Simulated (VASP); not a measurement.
# WAu (F-43m) in VASP: further runs

Aim: see how the results for WAu move with the level of theory and the settings. Levels: r2SCAN0, r2SCANh, PBEsol-based global hybrid with 25 % exact exchange. Tasks: single point.

Everything below comes from runs of VASP 6.6.1. Logs are shortened: lines on timing, memory, paths and dates and some standing lists are left out, and cuts for length are marked.

## (1) The cell of the first run

The structure is cubic, space group F-43m (No. 216). The conventional cell has a = 5.496 Å, b = 5.496 Å, c = 5.496 Å, α = 90.00°, β = 90.00°, γ = 90.00°. W (site symmetry -43m) has 4 Au at 2.38 Å within 3.1 Å. Au (site symmetry -43m) has 4 W at 2.38 Å within 3.1 Å.

## (2) Single point, r2SCAN0

File POSCAR:

```
WAu
1.0
    0.0000000000      2.7479792600      2.7479792600
    2.7479792600      0.0000000000      2.7479792600
    2.7479792600      2.7479792600      0.0000000000
W Au
1 1
Direct
    0.0000000000      0.0000000000      0.0000000000
    0.7500000000      0.7500000000      0.7500000000
```

File INCAR.step1:

```
PREC = Accurate
ENCUT = 520
EDIFF = 1E-5
ISMEAR = -1
SIGMA = 0.05
LREAL = F
LASPH = T
NELM = 60
ALGO = Normal
ISIF = 2
LWAVE = T
LCHARG = F
NBANDS = 20
GGA = PE
```

File INCAR.step2:

```
PREC = Accurate
ENCUT = 520
EDIFF = 1E-6
ISMEAR = -1
SIGMA = 0.05
LREAL = F
LASPH = T
NELM = 60
ALGO = Normal
ISIF = 2
LWAVE = F
LCHARG = F
METAGGA = R2SCAN
LHFCALC = T
AEXX = 0.25
LMIXTAU = T
PRECFOCK = Normal
NBANDS = 20
ISTART = 1
```

File KPOINTS:

```
Automatic mesh
0
Gamma
  4 4 4
```

Potentials or basis: VASP PAW PBE potentials, release 64 (W_sv, Au).

Launch:

```
$ cat potpaw_PBE.64/W_sv/POTCAR potpaw_PBE.64/Au/POTCAR > POTCAR
$ cp INCAR.step1 INCAR
$ mpirun -np 1 vasp_std > vasp.out
$ cp INCAR.step2 INCAR
$ mpirun -np 1 vasp_std > vasp.out
```

OUTCAR:

```text
PREC = Accurate
   ENCUT = 520
   EDIFF = 1E-6
   ISMEAR = -1
   LREAL = F
   LASPH = T
   NELM = 60
   ISIF = 2
   METAGGA = R2SCAN
   LHFCALC = T
   AEXX = 0.25
   PRECFOCK = Normal
   ISTART = 1

 ion  position               nearest neighbor table
   1  0.000  0.000  0.000-   2 2.38   2 2.38   2 2.38   2 2.38
   2  0.750  0.750  0.750-   1 2.38   1 2.38   1 2.38   1 2.38

  LATTYP: Found a face centered cubic cell.
 ALAT       =     5.4959585200

  Lattice vectors:

 A1 = (   0.0000000000,   2.7479792600,   2.7479792600)
 A2 = (   2.7479792600,   0.0000000000,   2.7479792600)
 A3 = (   2.7479792600,   2.7479792600,   0.0000000000)

Analysis of symmetry for initial positions (statically):
=====================================================================
 Subroutine PRICEL returns:
 Original cell was already a primitive cell.

 Routine SETGRP: Setting up the symmetry group for a
 face centered cubic supercell.

 Subroutine GETGRP returns: Found 24 space group operations
 (whereof 24 operations were pure point group operations)
 out of a pool of 48 trial point group operations.

The static configuration has the point symmetry T_d .

Analysis of symmetry for dynamics (positions and initial velocities):
=====================================================================
 Subroutine PRICEL returns:
 Original cell was already a primitive cell.

 Routine SETGRP: Setting up the symmetry group for a
 face centered cubic supercell.

 Subroutine GETGRP returns: Found 24 space group operations
 (whereof 24 operations were pure point group operations)
 out of a pool of 48 trial point group operations.

The dynamic configuration has the point symmetry T_d .

 Subroutine INISYM returns: Found 24 space group operations
 (whereof 24 operations are pure point group operations),
 and found     1 'primitive' translations

----------------------------------------------------------------------------------------

                                     Primitive cell

  volume of cell :      41.5021

  direct lattice vectors                    reciprocal lattice vectors
     0.000000000  2.747979260  2.747979260    -0.181951883  0.181951883  0.181951883
     2.747979260  0.000000000  2.747979260     0.181951883 -0.181951883  0.181951883
     2.747979260  2.747979260  0.000000000     0.181951883  0.181951883 -0.181951883

  length of vectors
     3.886229539  3.886229539  3.886229539     0.315149905  0.315149905  0.315149905

  position of ions in fractional coordinates (direct lattice)
     0.000000000  0.000000000  0.000000000
     0.750000000  0.750000000  0.750000000

  ion indices of the primitive-cell ions
   primitive index   ion index
                 1           1
                 2           2

----------------------------------------------------------------------------------------

 KPOINTS: Automatic mesh

Automatic generation of k-mesh.
 Grid dimensions read from file:
 generate k-points for:    4    4    4

 Generating k-lattice:

  Cartesian coordinates                     Fractional coordinates (reciprocal lattice)
    -0.045487971  0.045487971  0.045487971     0.250000000  0.000000000  0.000000000
     0.045487971 -0.045487971  0.045487971     0.000000000  0.250000000  0.000000000
     0.045487971  0.045487971 -0.045487971     0.000000000  0.000000000  0.250000000

  Length of vectors
     0.078787476  0.078787476  0.078787476

  Shift w.r.t. Gamma in fractional coordinates (k-lattice)
     0.000000000  0.000000000  0.000000000

 Subroutine IBZKPT returns following result:
 ===========================================

 Found      8 irreducible k-points:

 Following reciprocal coordinates:
            Coordinates               Weight
  0.000000  0.000000  0.000000      1.000000
  0.250000  0.000000  0.000000      8.000000
  0.500000  0.000000  0.000000      4.000000
  0.250000  0.250000  0.000000      6.000000
  0.500000  0.250000  0.000000     24.000000
 -0.250000  0.250000  0.000000     12.000000
  0.500000  0.500000  0.000000      3.000000
 -0.250000  0.500000  0.250000      6.000000
   k-points           NKPTS =      8   k-points in BZ     NKDIM =     64   number of bands    NBANDS=     20
   number of dos      NEDOS =    301   number of ions     NIONS =      2
   total plane-waves  NPLWV =  27000
   dimension x,y,z NGX =    30 NGY =   30 NGZ =   30
   dimension x,y,z NGXF=    60 NGYF=   60 NGZF=   60
   ions per type =               1   1
   NGX,Y,Z   is equivalent  to a cutoff of  12.83, 12.83, 12.83 a.u.
   NGXF,Y,Z  is equivalent  to a cutoff of  25.67, 25.67, 25.67 a.u.
 SYSTEM =  unknown system
   PREC   = accura    normal or accurate (medium, high low for compatibility)
   ISTART =      1    job   : 0-new  1-cont  2-samecut
   ICHARG =      0    charge: 1-file 2-atom 10-const
   ISPIN  =      1    spin polarized calculation?
   LNONCOLLINEAR =      F non collinear calculations
   LSORBIT =      F    spin-orbit coupling
   LASPH  =      T    aspherical Exc in radial PAW
   ENCUT  =  520.0 eV  38.22 Ry    6.18 a.u.   7.23  7.23  7.23*2*pi/ulx,y,z
   NELM   =     60;   NELMIN=  2; NELMDL=  0     # of ELM steps
   EDIFF  = 0.1E-05   stopping-criterion for ELM
   LREAL  =      F    real-space projection
   EDIFFG = 0.1E-04   stopping-criterion for IOM
   NSW    =      0    number of steps for IOM
   IBRION =     -1    ionic relax: 0-MD 1-quasi-New 2-CG
   NFREE  =      0    steps in history (QN), initial steepest desc. (CG)
   ISIF   =      2    stress and relaxation
   ISYM   =      3    0-nonsym 1-usesym 2-fastsym
   POTIM  = 0.5000    time-step for ionic-motion
   TEBEG  =    0.0;   TEEND  =   0.0 temperature during run
   PSTRESS=    0.0 pullay stress
   NELECT =      25.0000    total number of electrons
   NUPDOWN=      -1.0000    fix difference up-down
   EMIN   =  10.00;   EMAX   =-10.00  energy-range for DOS
   EFERMI =   0.00;   METHOD = LEGACY
   ISMEAR =    -1;   SIGMA  =   0.05  broadening in eV -4-tet -1-fermi 0-gaus
   EFERMI_NEDOS =   21; number of points for ismear=-14 and -15
   IALGO  =     38    algorithm
   IMIX   =      1    mixing-type and parameters
     AMIX     =   0.40;   BMIX     =  1.00
     AMIX_MAG =   1.60;   BMIX_MAG =  1.00
  volume/ion in A,a.u.               =      20.75       140.04
  Fermi-wavevector in a.u.,A,eV,Ry     =   1.382605  2.612744 26.008842  1.911596
  Thomas-Fermi vector in A             =   2.507280
   LORBIT       =      0    0 simple, 1 ext, 2 COOP (PROOUT), +10 PAW based schemes
   METAGGA = R2SCAN    functional components
   LHFCALC =     T    Hartree Fock is set to
   PRECFOCK=normal    Normal, Fast or Accurate (Low or Medium for compatibility)
   ENCUT4O =  -1.0   cutoff for four orbital integrals eV
   NKREDX  =     1    reduce k-point grid by
   NKREDY  =     1    reduce k-point grid by
   NKREDZ  =     1    reduce k-point grid by
   AEXX    =    0.2500 exact exchange contribution
   HFSCREEN=    0.0000 screening length (either q_TF or 0.3 A-1)
   HFSCREENC=   0.0000 screening length for correlation (either q_TF or 0.3 A-1)
   ENCUTFOCK=  -1.0 apply spherical cutoff to Coloumb kernel
   IVDW    =     0    specifies the selected vdW correction
   LEPSILON=     F    determine dielectric tensor
   LRPA    =     F    only Hartree local field effects (RPA)
 non-spin polarized calculation
  energy-cutoff  :      520.00
  volume of cell :       41.50
 maximum number of plane-waves:      1139
 NGX is ok and might be reduce to    30
  NGX = 24; NGY = 24; NGZ = 24

 number of electron      25.0000000 magnetization

 Free energy of the ion-electron system (eV)
  ---------------------------------------------------
  ext. energy  EPLUGINS =         0.00000000
  ---------------------------------------------------
  free energy    TOTEN  =       -79.65900893 eV

  energy without entropy =      -79.64209439  energy(sigma->0) =      -79.65055166

 E-fermi :   7.4101     XC(G=0):  -9.6408

 val. band max:        6.8982940848   @ k =   0.5000   0.2500   0.0000
 cond. band min:       7.4905747499   @ k =   0.5000   0.2500   0.0000
 fundamental gap:      0.5922806652
 Fermi energy:         7.4101165428

 k-point     1 :       0.0000    0.0000    0.0000
  band No.  band energies     occupation
      1     -72.5575      2.00000
      2     -34.9406      2.00000
      3     -34.9406      2.00000
      4     -34.9406      2.00000
      5      -2.8425      2.00000
      6      -1.0949      2.00000
[... 12 lines left out ...]
     19      20.7112      0.00000
     20      20.9828      0.00000

 k-point     2 :       0.2500    0.0000    0.0000
  band No.  band energies     occupation
      1     -72.5552      2.00000
      2     -34.9680      2.00000
      3     -34.9405      2.00000
      4     -34.9405      2.00000
      5      -1.7552      2.00000
      6      -1.2312      2.00000
[... 12 lines left out ...]
     19      19.8940      0.00000
     20      21.9185      0.00000

 k-point     3 :       0.5000    0.0000    0.0000
  band No.  band energies     occupation
      1     -72.5528      2.00000
      2     -34.9974      2.00000
      3     -34.9403      2.00000
      4     -34.9403      2.00000
      5      -1.3843      2.00000
      6      -0.8640      2.00000
[... 12 lines left out ...]
     19      17.9128      0.00000
     20      23.6129      0.00000

 k-point     4 :       0.2500    0.2500    0.0000
  band No.  band energies     occupation
      1     -72.5544      2.00000
      2     -34.9731      2.00000
      3     -34.9433      2.00000
      4     -34.9433      2.00000
      5      -1.7668      2.00000
      6      -1.1163      2.00000
[... 12 lines left out ...]
     19      18.5952      0.00000
     20      20.1873      0.00000

 k-point     5 :       0.5000    0.2500    0.0000
  band No.  band energies     occupation
      1     -72.5520      2.00000
      2     -34.9934      2.00000
      3     -34.9527      2.00000
      4     -34.9434      2.00000
      5      -1.6714      2.00000
      6      -1.2552      2.00000
[... 12 lines left out ...]
     19      19.2864      0.00000
     20      22.9297      0.00000

 k-point     6 :      -0.2500    0.2500    0.0000
  band No.  band energies     occupation
      1     -72.5528      2.00000
      2     -34.9828      2.00000
      3     -34.9551      2.00000
      4     -34.9406      2.00000
      5      -1.4086      2.00000
      6      -1.3849      2.00000
[... 12 lines left out ...]
     19      19.1981      0.00000
     20      21.8808      0.00000

 k-point     7 :       0.5000    0.5000    0.0000
  band No.  band energies     occupation
      1     -72.5511      2.00000
      2     -35.0078      2.00000
      3     -34.9474      2.00000
      4     -34.9474      2.00000
      5      -1.6229      2.00000
      6      -1.3950      2.00000
[... 12 lines left out ...]
     19      19.4264      0.00000
     20      20.4449      0.00000

 k-point     8 :      -0.2500    0.5000    0.2500
  band No.  band energies     occupation
      1     -72.5512      2.00000
      2     -34.9922      2.00000
      3     -34.9633      2.00000
      4     -34.9443      2.00000
      5      -1.6578      2.00000
      6      -1.6194      2.00000
[... 12 lines left out ...]
     19      22.6452      0.00000
     20      22.8056      0.00000

------------------------ aborting loop because EDIFF is reached ----------------------------------------

  FORCE on cell =-STRESS in cart. coord.  units (eV):
  Direction    XX          YY          ZZ          XY          YZ          ZX
  --------------------------------------------------------------------------------------
  -------------------------------------------------------------------------------------
  Total        6.8455131      6.8455131      6.8455131      0.0000000      0.0000000      0.0000000
  in kB      264.2690117    264.2690117    264.2690117      0.0000000      0.0000000      0.0000000
  external PRESSURE =     264.2690117 kB  Pullay stress =       0.0000000 kB

 VOLUME and BASIS-vectors are now :
 -----------------------------------------------------------------------------
  energy-cutoff  :      520.00
  volume of cell :       41.50
      direct lattice vectors                 reciprocal lattice vectors
     0.000000000  2.747979260  2.747979260    -0.181951883  0.181951883  0.181951883
     2.747979260  0.000000000  2.747979260     0.181951883 -0.181951883  0.181951883
     2.747979260  2.747979260  0.000000000     0.181951883  0.181951883 -0.181951883

 POSITION                                       TOTAL-FORCE (eV/Angst)
 -----------------------------------------------------------------------------------
      0.00000      0.00000      0.00000        -0.000000     -0.000000     -0.000000
      4.12197      4.12197      4.12197         0.000000      0.000000      0.000000
 -----------------------------------------------------------------------------------
    total drift:                                0.000001     -0.000015     -0.000006

  FREE ENERGIE OF THE ION-ELECTRON SYSTEM (eV)
  ---------------------------------------------------
  free  energy   TOTEN  =       -79.6590089288 eV

  energy  without entropy=      -79.6420943858  energy(sigma->0) =      -79.65055166
```

It took 33 min on 1 thread of Intel Xeon 8259CL, shared host; peak memory 0.22 GiB.

What came out:

```
Free energy            : -79.6590 eV
Pressure               : 26.4 GPa
Band gap on the k mesh : zero (an odd number of electrons rules out a gap without spin polarisation)
```

Levels at points of the mesh, in eV from the Fermi level:
```csv
k point,band 11,band 12,band 13,band 14,band 15,band 16
"(0.00, 0.00, 0.00)",-1.61,-1.61,-1.61,2.97,2.97,10.76
"(0.50, 0.00, 0.00)",-3.01,-0.80,-0.80,2.64,2.64,3.61
"(0.50, 0.50, 0.00)",-4.20,0.96,2.25,2.66,2.66,4.52
```

Caveat: the k points lie up to 0.50 Å⁻¹ apart, too coarse for converged energies and pressures of a metal; the PAW data sets were made with another functional, which shifts forces and pressure a little; spin-orbit coupling is left out, which moves the levels of the heavy elements.

(Continued in part 2 of 2.)

The gap in the log of VASP goes by the Fermi energy; the results here count the filled bands.